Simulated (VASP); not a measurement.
# SnGe2P2 (I4/mmm) in VASP: notebook

Runs on SnGe2P2. Level: PBE. Tasks: single point.

All numbers are computed with VASP 6.6.1; they aren't measurements. Logs are shortened: lines on timing, memory, paths and dates and some standing lists are left out, and cuts for length are marked.

**1. The cell of the first run**

It takes space group I4/mmm (No. 139, tetragonal). The conventional cell has a = 4.123 Å, b = 4.123 Å, c = 10.674 Å, α = 90.00°, β = 90.00°, γ = 90.00°. Within 4.3 Å of Sn (site symmetry 4/mmm) lie 10 Ge at 3.28 to 3.84 Å and 8 P at 3.37 Å and 4 Sn at 4.12 Å. Within 3.1 Å of Ge (site symmetry 4mm) lie 4 P at 2.37 Å and 1 Ge at 2.99 Å. P (site symmetry -4m2) has 4 Ge at 2.37 Å and 4 P at 2.92 Å within 3.1 Å.

**2. Single point, PBE**

INCAR

```
ALGO = Normal ; EDIFF = 1E-6
ENCUT = 520 ; GGA = PE
ISIF = 2 ; ISMEAR = 0
LASPH = T ; LCHARG = F
LREAL = F ; LWAVE = F
NBANDS = 34 ; NELM = 80
PREC = Accurate ; SIGMA = 0.1
```

KPOINTS

```
k-points
0
Gamma
  6 6 6
```

POSCAR

```
SnGe2P2
1.0
   -2.0615174200      2.0615174200      5.3367834700
    2.0615174200     -2.0615174200      5.3367834700
    2.0615174200      2.0615174200     -5.3367834700
Sn Ge P
1 2 2
Direct
    0.0000000000      0.0000000000      0.0000000000
    0.3600714800      0.3600714800      0.0000000000
    0.6399285200      0.6399285200      0.0000000000
    0.7500000000      0.2500000000      0.5000000000
    0.2500000000      0.7500000000      0.5000000000
```

Potentials or basis: VASP PAW PBE potentials, release 64 (Sn_d, Ge_d, P).

Started as:

```sh
> cat potpaw_PBE.64/Sn_d/POTCAR potpaw_PBE.64/Ge_d/POTCAR potpaw_PBE.64/P/POTCAR > POTCAR
> mpirun -np 1 vasp_std > vasp.out
```

OUTCAR:

```text
EDIFF = 1E-6
   ENCUT = 520
   GGA = PE
   ISIF = 2
   ISMEAR = 0
   LASPH = T
   LREAL = F
   NELM = 80
   PREC = Accurate

 ion  position               nearest neighbor table
   1  0.000  0.000  0.000-   3 3.28   3 3.28   3 3.28   2 3.28   3 3.28   2 3.28   2 3.28   2 3.28

   2  0.360  0.360  0.000-   4 2.37   5 2.37   5 2.37   4 2.37   1 3.28   1 3.28   1 3.28   1 3.28

   3  0.640  0.640  0.000-   5 2.37   4 2.37   4 2.37   5 2.37   1 3.28   1 3.28   1 3.28   1 3.28

   4  0.750  0.250  0.500-   2 2.37   3 2.37   2 2.37   3 2.37   5 2.92   5 2.92   5 2.92   5 2.92

   5  0.250  0.750  0.500-   2 2.37   3 2.37   2 2.37   3 2.37   4 2.92   4 2.92   4 2.92   4 2.92

  LATTYP: Found a body centered tetragonal cell.
 ALAT       =     4.1230348400
 C/A-ratio  =     2.5887646732

  Lattice vectors:

 A1 = (  -2.0615174200,   2.0615174200,   5.3367834700)
 A2 = (   2.0615174200,  -2.0615174200,   5.3367834700)
 A3 = (   2.0615174200,   2.0615174200,  -5.3367834700)

Analysis of symmetry for initial positions (statically):
=====================================================================
 Subroutine PRICEL returns:
 Original cell was already a primitive cell.

 Routine SETGRP: Setting up the symmetry group for a
 body centered tetragonal supercell.

 Subroutine GETGRP returns: Found 16 space group operations
 (whereof 16 operations were pure point group operations)
 out of a pool of 16 trial point group operations.

The static configuration has the point symmetry D_4h.

Analysis of symmetry for dynamics (positions and initial velocities):
=====================================================================
 Subroutine PRICEL returns:
 Original cell was already a primitive cell.

 Routine SETGRP: Setting up the symmetry group for a
 body centered tetragonal supercell.

 Subroutine GETGRP returns: Found 16 space group operations
 (whereof 16 operations were pure point group operations)
 out of a pool of 16 trial point group operations.

The dynamic configuration has the point symmetry D_4h.

 Subroutine INISYM returns: Found 16 space group operations
 (whereof 16 operations are pure point group operations),
 and found     1 'primitive' translations

----------------------------------------------------------------------------------------

                                     Primitive cell

  volume of cell :      90.7222

[... 95 lines left out ...]
   LREAL  =      F    real-space projection
   EDIFFG = 0.1E-04   stopping-criterion for IOM
   NSW    =      0    number of steps for IOM
   IBRION =     -1    ionic relax: 0-MD 1-quasi-New 2-CG
   NFREE  =      0    steps in history (QN), initial steepest desc. (CG)
   ISIF   =      2    stress and relaxation
   ISYM   =      2    0-nonsym 1-usesym 2-fastsym
   POTIM  = 0.5000    time-step for ionic-motion
   TEBEG  =    0.0;   TEEND  =   0.0 temperature during run
   PSTRESS=    0.0 pullay stress
   NELECT =      52.0000    total number of electrons
   NUPDOWN=      -1.0000    fix difference up-down
   EMIN   =  10.00;   EMAX   =-10.00  energy-range for DOS
   EFERMI =   0.00;   METHOD = LEGACY
   ISMEAR =     0;   SIGMA  =   0.10  broadening in eV -4-tet -1-fermi 0-gaus
   EFERMI_NEDOS =   21; number of points for ismear=-14 and -15
   IALGO  =     38    algorithm
   IMIX   =      4    mixing-type and parameters
     AMIX     =   0.40;   BMIX     =  1.00
     AMIX_MAG =   1.60;   BMIX_MAG =  1.00
  volume/ion in A,a.u.               =      18.14       122.44
  Fermi-wavevector in a.u.,A,eV,Ry     =   1.359893  2.569825 25.161377  1.849309
  Thomas-Fermi vector in A             =   2.486602
   LORBIT       =      0    0 simple, 1 ext, 2 COOP (PROOUT), +10 PAW based schemes
   GGA     = PE    functional components
   LHFCALC =     F    Hartree Fock is set to
   AEXX    =    0.0000 exact exchange contribution
   IVDW    =     0    specifies the selected vdW correction
   LEPSILON=     F    determine dielectric tensor
   LRPA    =     F    only Hartree local field effects (RPA)
 non-spin polarized calculation
 Gauss-broadening in eV      SIGMA  =   0.10
  energy-cutoff  :      520.00
  volume of cell :       90.72
 maximum number of plane-waves:      2459
 NGX is ok and might be reduce to    48
   NGX = 23   NGY = 23   NGZ = 23

 number of electron      52.0000001 magnetization

 Free energy of the ion-electron system (eV)
  ---------------------------------------------------
  ext. energy  EPLUGINS =         0.00000000
  ---------------------------------------------------
  free energy    TOTEN  =       -20.75208507 eV

  energy without entropy =      -20.73481897  energy(sigma->0) =      -20.74345202

 E-fermi :   8.6384     XC(G=0): -11.1230

 val. band max:        8.6129664473   @ k =   0.5000   0.5000   0.5000
 cond. band min:       8.6408351223   @ k =  -0.1667   0.1667   0.0000
 fundamental gap:      0.0278686750
 Fermi energy:         8.6384097640

 k-point     1 :       0.0000    0.0000    0.0000
  band No.  band energies     occupation
      1     -16.2355      2.00000
      2     -16.2230      2.00000
      3     -16.2160      2.00000
      4     -16.2160      2.00000
      5     -16.2153      2.00000
      6     -16.2153      2.00000
[... 877 lines left out ...]
     33      13.7513      0.00000
     34      14.1177      0.00000

 [... further k-points ...]

------------------------ aborting loop because EDIFF is reached ----------------------------------------

  FORCE on cell =-STRESS in cart. coord.  units (eV):
  Direction    XX          YY          ZZ          XY          YZ          ZX
  --------------------------------------------------------------------------------------
  -------------------------------------------------------------------------------------
  Total       10.4719898     10.4719898      4.8316692      0.0000000     -0.0000000      0.0000000
  in kB      184.9380183    184.9380183     85.3285146      0.0000000     -0.0000000      0.0000000
  external PRESSURE =     151.7348504 kB  Pullay stress =       0.0000000 kB

 VOLUME and BASIS-vectors are now :
 -----------------------------------------------------------------------------
  energy-cutoff  :      520.00
  volume of cell :       90.72
      direct lattice vectors                 reciprocal lattice vectors
    -2.061517420  2.061517420  5.336783470     0.000000000  0.242539789  0.093689392
     2.061517420 -2.061517420  5.336783470     0.242539789  0.000000000  0.093689392
     2.061517420  2.061517420 -5.336783470     0.242539789  0.242539789  0.000000000

 POSITION                                       TOTAL-FORCE (eV/Angst)
 -----------------------------------------------------------------------------------
      0.00000      0.00000      0.00000        -0.000000     -0.000000      0.000000
      0.00000      0.00000      3.84325        -0.000000     -0.000000      1.377042
      0.00000      0.00000      6.83032         0.000000      0.000000     -1.377042
     -0.00000      2.06152      2.66839        -0.000000     -0.000000     -0.000000
      2.06152     -0.00000      2.66839        -0.000000     -0.000000      0.000000
 -----------------------------------------------------------------------------------
    total drift:                                0.000000      0.000000     -0.000000

  FREE ENERGIE OF THE ION-ELECTRON SYSTEM (eV)
  ---------------------------------------------------
  free  energy   TOTEN  =       -20.7520850740 eV

  energy  without entropy=      -20.7348189655  energy(sigma->0) =      -20.74345202
```

It took 2.6 min on 1 thread of AMD EPYC 7R43 (Zen 3), shared host; peak memory 0.32 GiB.

What came out:

```
Free energy            : -20.7521 eV
Pressure               : 15.2 GPa
Largest force          : 1.377 eV/Å
Band gap on the k mesh : zero (band 26 reaches 9.83 eV, above the bottom of band 27 at 8.12 eV)
```

Forces on the atoms (eV/Å):
```
Sn   0.000  0.000  0.000
Ge   0.000  0.000  1.377
Ge   0.000  0.000 -1.377
P    0.000  0.000  0.000
P    0.000  0.000  0.000
```

Stress tensor (GPa, compression positive):
```
18.49  0.00  0.00
 0.00 18.49  0.00
 0.00  0.00  8.53
```

Levels at points of the mesh, in eV from the Fermi level:
```
           k point  band 23  band 24  band 25  band 26  band 27  band 28  band 29  band 30
(0.00, 0.00, 0.00)    -3.33    -2.42    -2.42    -1.63     0.38     0.38     3.00     3.24
(0.50, 0.00, 0.00)    -4.19    -3.32    -2.54     0.07     0.87     0.98     2.12     2.83
(0.50, 0.50, 0.00)    -4.31    -3.15    -2.18     1.19     1.64     2.27     2.28     3.48
(0.50, 0.50, 0.50)    -1.48    -1.40    -1.40    -1.25    -0.03     0.68     1.02     1.02
```

Caveat: spin-orbit coupling is left out, which moves the levels of the heavy elements; forces of over 1 eV/Å act on the atoms, so gaps and moduli don't describe the material at rest.

**3. Single point, PBE**

This run uses another cell than the first one, of 19.96 Å³/atom, 1.100 times its volume.

INCAR

```
PREC = Accurate
ENCUT = 520
EDIFF = 1E-6
ISMEAR = 0
SIGMA = 0.1
LREAL = F
LASPH = T
NELM = 100
ALGO = Normal
ISIF = 2
LWAVE = F
LCHARG = F
GGA = PE
NBANDS = 34
```

KPOINTS

```
regular mesh
0
Gamma
  6 6 6
```

POSCAR

```
SnGe2P2
1.0
   -2.3994016638      2.3994016638      4.3346678399
    2.3994016638     -2.3994016638      4.3346678399
    2.3994016638      2.3994016638     -4.3346678399
Sn Ge P
1 2 2
Direct
    0.0000000000      0.0000000000      0.0000000000
    0.3502224345      0.3502224345      0.0000000000
    0.6497775655      0.6497775655      0.0000000000
    0.7500000000      0.2500000000      0.5000000000
    0.2500000000      0.7500000000      0.5000000000
```

Potentials or basis: VASP PAW PBE potentials, release 64 (Sn_d, Ge_d, P).

Started as:

```sh
> cat potpaw_PBE.64/Sn_d/POTCAR potpaw_PBE.64/Ge_d/POTCAR potpaw_PBE.64/P/POTCAR > POTCAR
> mpirun -np 1 vasp_std > vasp.out
```

It took 1.9 min on 1 thread of AMD EPYC 7R43 (Zen 3), shared host; peak memory 0.26 GiB.

It converged, with:

```
Free energy            : -22.5319 eV
Pressure               : 0.1 GPa
Largest force          : 0.005 eV/Å
Band gap on the k mesh : zero (band 26 reaches 8.23 eV, above the bottom of band 27 at 6.26 eV)
```

Forces on the atoms (eV/Å):
```
Sn   0.000  0.000  0.000
Ge   0.000  0.000  0.005
Ge   0.000  0.000 -0.005
P    0.000  0.000  0.000
P    0.000  0.000  0.000
```

Stress tensor (GPa, compression positive):
```
 0.19  0.00  0.00
 0.00  0.19  0.00
 0.00  0.00 -0.01
```

Levels at points of the mesh, in eV from the Fermi level:
```csv
k point,band 23,band 24,band 25,band 26,band 27,band 28,band 29,band 30
"(0.00, 0.00, 0.00)",-3.95,-2.65,-2.65,-2.06,-1.17,-1.17,-0.70,3.44
"(0.50, 0.00, 0.00)",-4.48,-1.69,-1.42,0.53,0.58,0.94,1.92,2.10
"(0.50, 0.50, 0.00)",-2.54,-1.40,-0.26,0.08,0.20,1.85,3.30,3.37
"(0.50, 0.50, 0.50)",-1.93,-1.93,-0.73,-0.44,1.08,1.21,2.15,2.15
```

Caveat: spin-orbit coupling is left out, which moves the levels of the heavy elements.
